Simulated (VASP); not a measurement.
# HfS2 (P-3m1) in VASP: single point with PBE0

Aim: the single point of HfS2 with PBE0.

Everything below comes from runs of VASP 6.6.1. Logs are shortened: lines on timing, memory, paths and dates and some standing lists are left out, and cuts for length are marked.

### 1 The cell of the first run

The structure is trigonal, space group P-3m1 (No. 164). Conventional cell: a = 3.630 Å, b = 3.630 Å, c = 5.878 Å, α = 90.00°, β = 90.00°, γ = 120.00°. Within 3.4 Å of Hf (site symmetry -3m) lie 6 S at 2.54 Å. Within 3.4 Å of S (site symmetry 3m) lie 3 Hf at 2.54 Å.

### 2 Single point, PBE0

File POSCAR:

```
HfS2
1.0
    3.6302934612      0.0000000000      0.0000000000
   -1.8151467306      3.1439263606      0.0000000000
    0.0000000000      0.0000000000      5.8783536162
Hf S
1 2
Direct
    0.0000000000      0.0000000000      0.0000000000
    0.3333333333      0.6666666667      0.2446282338
    0.6666666667      0.3333333333      0.7553717662
```

File INCAR.step1:

```
PREC = Accurate
ENCUT = 400
EDIFF = 1E-5
ISMEAR = 0
SIGMA = 0.01
LREAL = False
LASPH = True
NELM = 120
ALGO = Normal
ISIF = 2
LWAVE = True
GGA = PE
NBANDS = 18
GGA_COMPAT = False
```

File INCAR.step2:

```
PREC = Accurate
ENCUT = 400
EDIFF = 1E-6
ISMEAR = 0
SIGMA = 0.01
LREAL = False
LASPH = True
NELM = 120
ALGO = Normal
ISIF = 2
LWAVE = False
LCHARG = True
GGA = PE
LHFCALC = True
AEXX = 0.25
PRECFOCK = Normal
LELF = True
LVHAR = True
ISTART = 1
NBANDS = 18
GGA_COMPAT = False
```

File KPOINTS:

```
regular mesh
0
Gamma
  6 6 4
```

Potentials or basis: VASP PAW PBE potentials, release 64 (Hf_pv, S).

Launch:

```
$ cat potpaw_PBE.64/Hf_pv/POTCAR potpaw_PBE.64/S/POTCAR > POTCAR
$ cp INCAR.step1 INCAR
$ mpirun -np 1 vasp_std > vasp.out
$ cp INCAR.step2 INCAR
$ mpirun -np 1 vasp_std > vasp.out
```

OUTCAR:

```text
PREC = Accurate
   ENCUT = 400
   EDIFF = 1E-6
   ISMEAR = 0
   LREAL = False
   LASPH = True
   NELM = 120
   ISIF = 2
   GGA = PE
   LHFCALC = True
   AEXX = 0.25
   PRECFOCK = Normal
   ISTART = 1

 ion  position               nearest neighbor table
   1  0.000  0.000  0.000-   2 2.54   3 2.54   3 2.54   2 2.54   3 2.54   2 2.54
   2  0.333  0.667  0.245-   1 2.54   1 2.54   1 2.54
   3  0.667  0.333  0.755-   1 2.54   1 2.54   1 2.54

  LATTYP: Found a hexagonal cell.
 ALAT       =     3.6302934612
 C/A-ratio  =     1.6192502559

  Lattice vectors:

 A1 = (   3.6302934612,   0.0000000000,   0.0000000000)
 A2 = (  -1.8151467306,   3.1439263606,   0.0000000000)
 A3 = (   0.0000000000,   0.0000000000,   5.8783536162)

Analysis of symmetry for initial positions (statically):
=====================================================================
 Subroutine PRICEL returns:
 Original cell was already a primitive cell.

 Routine SETGRP: Setting up the symmetry group for a
 hexagonal supercell.

 Subroutine GETGRP returns: Found 12 space group operations
 (whereof 12 operations were pure point group operations)
 out of a pool of 24 trial point group operations.

The static configuration has the point symmetry D_3d.

Analysis of symmetry for dynamics (positions and initial velocities):
=====================================================================
 Subroutine PRICEL returns:
 Original cell was already a primitive cell.

 Routine SETGRP: Setting up the symmetry group for a
 hexagonal supercell.

 Subroutine GETGRP returns: Found 12 space group operations
 (whereof 12 operations were pure point group operations)
 out of a pool of 24 trial point group operations.

The dynamic configuration has the point symmetry D_3d.

 Subroutine INISYM returns: Found 12 space group operations
 (whereof 12 operations are pure point group operations),
 and found     1 'primitive' translations

----------------------------------------------------------------------------------------

                                     Primitive cell

  volume of cell :      67.0919

  direct lattice vectors                    reciprocal lattice vectors
     3.630293461  0.000000000  0.000000000     0.275459825  0.159036804  0.000000000
    -1.815146731  3.143926361  0.000000000     0.000000000  0.318073608  0.000000000
     0.000000000  0.000000000  5.878353616     0.000000000  0.000000000  0.170115659

  length of vectors
     3.630293461  3.630293461  5.878353616     0.318073608  0.318073608  0.170115659

  position of ions in fractional coordinates (direct lattice)
     0.000000000  0.000000000  0.000000000
     0.333333333  0.666666667  0.244628234
     0.666666667  0.333333333  0.755371766

  ion indices of the primitive-cell ions
   primitive index   ion index
                 1           1
                 2           2
                 3           3

----------------------------------------------------------------------------------------

 KPOINTS: regular mesh

Automatic generation of k-mesh.
 Grid dimensions read from file:
 generate k-points for:    6    6    4

 Generating k-lattice:

  Cartesian coordinates                     Fractional coordinates (reciprocal lattice)
     0.045909971  0.026506134  0.000000000     0.166666667  0.000000000  0.000000000
     0.000000000  0.053012268  0.000000000     0.000000000  0.166666667  0.000000000
     0.000000000  0.000000000  0.042528915     0.000000000  0.000000000  0.250000000

  Length of vectors
     0.053012268  0.053012268  0.042528915

  Shift w.r.t. Gamma in fractional coordinates (k-lattice)
     0.000000000  0.000000000  0.000000000

 Subroutine IBZKPT returns following result:
 ===========================================

 Found     24 irreducible k-points:

 Following reciprocal coordinates:
            Coordinates               Weight
  0.000000  0.000000  0.000000      1.000000
  0.166667 -0.000000  0.000000      6.000000
  0.333333 -0.000000  0.000000      6.000000
  0.500000 -0.000000  0.000000      3.000000
  0.166667  0.166667  0.000000      6.000000
  0.333333  0.166667  0.000000     12.000000
[... 16 lines left out ...]
  0.333333  0.166667  0.500000     12.000000
  0.333333  0.333333  0.500000      2.000000
   k-points           NKPTS =     24   k-points in BZ     NKDIM =    144   number of bands    NBANDS=     18
   number of dos      NEDOS =    301   number of ions     NIONS =      3
   total plane-waves  NPLWV =  23040
   dimension x,y,z NGX =    24 NGY =   24 NGZ =   40
   dimension x,y,z NGXF=    48 NGYF=   48 NGZF=   80
   ions per type =               1   2
   NGX,Y,Z   is equivalent  to a cutoff of  10.99, 10.99, 11.31 a.u.
   NGXF,Y,Z  is equivalent  to a cutoff of  21.98, 21.98, 22.62 a.u.
 SYSTEM =  unknown system
   PREC   = accura    normal or accurate (medium, high low for compatibility)
   ISTART =      1    job   : 0-new  1-cont  2-samecut
   ICHARG =      0    charge: 1-file 2-atom 10-const
   ISPIN  =      1    spin polarized calculation?
   LNONCOLLINEAR =      F non collinear calculations
   LSORBIT =      F    spin-orbit coupling
   LASPH  =      T    aspherical Exc in radial PAW
   ENCUT  =  400.0 eV  29.40 Ry    5.42 a.u.   5.92  5.92  9.59*2*pi/ulx,y,z
   NELM   =    120;   NELMIN=  2; NELMDL=  0     # of ELM steps
   EDIFF  = 0.1E-05   stopping-criterion for ELM
   LREAL  =      F    real-space projection
   EDIFFG = 0.1E-04   stopping-criterion for IOM
   NSW    =      0    number of steps for IOM
   IBRION =     -1    ionic relax: 0-MD 1-quasi-New 2-CG
   NFREE  =      0    steps in history (QN), initial steepest desc. (CG)
   ISIF   =      2    stress and relaxation
   ISYM   =      3    0-nonsym 1-usesym 2-fastsym
   POTIM  = 0.5000    time-step for ionic-motion
   TEBEG  =    0.0;   TEEND  =   0.0 temperature during run
   PSTRESS=    0.0 pullay stress
   NELECT =      22.0000    total number of electrons
   NUPDOWN=      -1.0000    fix difference up-down
   EMIN   =  10.00;   EMAX   =-10.00  energy-range for DOS
   EFERMI =   0.00;   METHOD = LEGACY
   ISMEAR =     0;   SIGMA  =   0.01  broadening in eV -4-tet -1-fermi 0-gaus
   EFERMI_NEDOS =   21; number of points for ismear=-14 and -15
   IALGO  =     38    algorithm
   IMIX   =      1    mixing-type and parameters
     AMIX     =   0.40;   BMIX     =  1.00
     AMIX_MAG =   1.60;   BMIX_MAG =  1.00
  volume/ion in A,a.u.               =      22.36       150.92
  Fermi-wavevector in a.u.,A,eV,Ry     =   1.128909  2.133330 17.339763  1.274437
  Thomas-Fermi vector in A             =   2.265601
   LORBIT       =      0    0 simple, 1 ext, 2 COOP (PROOUT), +10 PAW based schemes
   GGA     = PE    functional components
   LHFCALC =     T    Hartree Fock is set to
   PRECFOCK=normal    Normal, Fast or Accurate (Low or Medium for compatibility)
   ENCUT4O =  -1.0   cutoff for four orbital integrals eV
   NKREDX  =     1    reduce k-point grid by
   NKREDY  =     1    reduce k-point grid by
   NKREDZ  =     1    reduce k-point grid by
   AEXX    =    0.2500 exact exchange contribution
   HFSCREEN=    0.0000 screening length (either q_TF or 0.3 A-1)
   HFSCREENC=   0.0000 screening length for correlation (either q_TF or 0.3 A-1)
   ENCUTFOCK=  -1.0 apply spherical cutoff to Coloumb kernel
   IVDW    =     0    specifies the selected vdW correction
   LEPSILON=     F    determine dielectric tensor
   LRPA    =     F    only Hartree local field effects (RPA)
 non-spin polarized calculation
 Gauss-broadening in eV      SIGMA  =   0.01
  energy-cutoff  :      400.00
  volume of cell :       67.09
 maximum number of plane-waves:      1236
  NGX = 18; NGY = 18; NGZ = 30

 number of electron      22.0000002 magnetization

 Free energy of the ion-electron system (eV)
  ---------------------------------------------------
  ext. energy  EPLUGINS =         0.00000000
  ---------------------------------------------------
  free energy    TOTEN  =       -29.03139407 eV

  energy without entropy =      -29.03139407  energy(sigma->0) =      -29.03139407

 E-fermi :   2.5161     XC(G=0):  -7.6148

 val. band max:        2.3902158441   @ k =   0.0000   0.0000   0.0000
 cond. band min:       4.9403879231   @ k =   0.5000  -0.0000   0.5000
 fundamental gap:      2.5501720790
 Fermi energy:         2.5161408510

 k-point     1 :       0.0000    0.0000    0.0000
  band No.  band energies     occupation
      1     -30.5222      2.00000
      2     -30.3856      2.00000
      3     -30.3856      2.00000
      4     -12.2036      2.00000
      5     -10.2855      2.00000
      6      -2.9599      2.00000
[... 10 lines left out ...]
     17       9.6714      0.00000
     18       9.7733      0.00000

 k-point     2 :       0.1667   -0.0000    0.0000
  band No.  band energies     occupation
      1     -30.5114      2.00000
      2     -30.4451      2.00000
      3     -30.3993      2.00000
      4     -11.8577      2.00000
      5     -10.3439      2.00000
      6      -2.5300      2.00000
[... 10 lines left out ...]
     17      10.9220      0.00000
     18      11.6616      0.00000

 k-point     3 :       0.3333   -0.0000    0.0000
  band No.  band energies     occupation
      1     -30.5624      2.00000
      2     -30.4891      2.00000
      3     -30.4262      2.00000
      4     -11.0956      2.00000
      5     -10.4303      2.00000
      6      -2.1988      2.00000
[... 10 lines left out ...]
     17      11.5515      0.00000
     18      12.1697      0.00000

 k-point     4 :       0.5000   -0.0000    0.0000
  band No.  band energies     occupation
      1     -30.6199      2.00000
      2     -30.4781      2.00000
      3     -30.4395      2.00000
      4     -10.7777      2.00000
      5     -10.3276      2.00000
      6      -3.0639      2.00000
[... 375 lines left out ...]
      4     -11.0622      2.00000
      5     -10.6887      2.00000
      6      -1.9479      2.00000
[... 10 lines left out ...]
     17      12.2908      0.00000
     18      12.8602      0.00000

 k-point    23 :       0.3333    0.1667    0.5000
  band No.  band energies     occupation
      1     -30.5896      2.00000
      2     -30.4790      2.00000
      3     -30.4700      2.00000
      4     -10.7232      2.00000
      5     -10.3798      2.00000
      6      -2.6428      2.00000
[... 10 lines left out ...]
     17      11.5902      0.00000
     18      11.7002      0.00000

 k-point    24 :       0.3333    0.3333    0.5000
  band No.  band energies     occupation
      1     -30.5480      2.00000
      2     -30.5480      2.00000
      3     -30.4734      2.00000
      4     -10.4459      2.00000
      5     -10.4459      2.00000
      6      -1.8063      2.00000
[... 10 lines left out ...]
     17      12.4468      0.00000
     18      13.1789      0.00000

------------------------ aborting loop because EDIFF is reached ----------------------------------------

  FORCE on cell =-STRESS in cart. coord.  units (eV):
  Direction    XX          YY          ZZ          XY          YZ          ZX
  --------------------------------------------------------------------------------------
  -------------------------------------------------------------------------------------
  Total       -0.1420396     -0.1420396      0.1253839      0.0000000     -0.0000000      0.0000000
  in kB       -3.3919554     -3.3919554      2.9942112      0.0000000     -0.0000000      0.0000000
  external PRESSURE =      -1.2632332 kB  Pullay stress =       0.0000000 kB

 VOLUME and BASIS-vectors are now :
 -----------------------------------------------------------------------------
  energy-cutoff  :      400.00
  volume of cell :       67.09
      direct lattice vectors                 reciprocal lattice vectors
     3.630293461  0.000000000  0.000000000     0.275459825  0.159036804  0.000000000
    -1.815146731  3.143926361  0.000000000     0.000000000  0.318073608  0.000000000
     0.000000000  0.000000000  5.878353616     0.000000000  0.000000000  0.170115659

 POSITION                                       TOTAL-FORCE (eV/Angst)
 -----------------------------------------------------------------------------------
      0.00000      0.00000      0.00000        -0.000000      0.000000      0.000000
     -0.00000      2.09595      1.43801        -0.000000     -0.000000     -0.195237
      1.81515      1.04798      4.44034         0.000000      0.000000      0.195237
 -----------------------------------------------------------------------------------
    total drift:                               -0.000000      0.000000     -0.000003

  FREE ENERGIE OF THE ION-ELECTRON SYSTEM (eV)
  ---------------------------------------------------
  free  energy   TOTEN  =       -29.0313940695 eV

  energy  without entropy=      -29.0313940695  energy(sigma->0) =      -29.03139407
```

It took 56 min on 1 thread of Oxide Virtual Turin-like, shared host; peak memory 0.15 GiB.

Results:

```
Free energy            : -29.0314 eV
Pressure               : -0.1 GPa
Largest force          : 0.195 eV/Å
Band gap on the k mesh : 2.55 eV (least direct gap 3.52 eV)
```

Forces in eV/Å, atoms in the order of the input:
```
Hf   0.000  0.000  0.000
S    0.000  0.000 -0.195
S    0.000  0.000  0.195
```

Levels at points of the mesh, in eV from the valence-band top:
```csv
k point,band 9,band 10,band 11,band 12,band 13,band 14
"(0.00, 0.00, 0.00)",-0.11,-0.11,0.00,3.56,3.56,4.29
"(0.50, 0.00, 0.00)",-2.80,-2.23,-1.55,2.69,5.85,5.86
"(0.00, 0.00, 0.50)",-2.03,-0.25,-0.25,3.51,3.51,4.56
"(0.50, 0.00, 0.50)",-2.66,-1.27,-1.05,2.55,5.82,5.92
```

Caveat: the PAW data sets were made with another functional, which shifts forces and pressure a little; spin-orbit coupling is left out, which moves the levels of the heavy elements; this functional lacks dispersion, which binds layers or chains, so the pressure and a relaxed spacing across them are unreliable. A k mesh can miss the band edges.
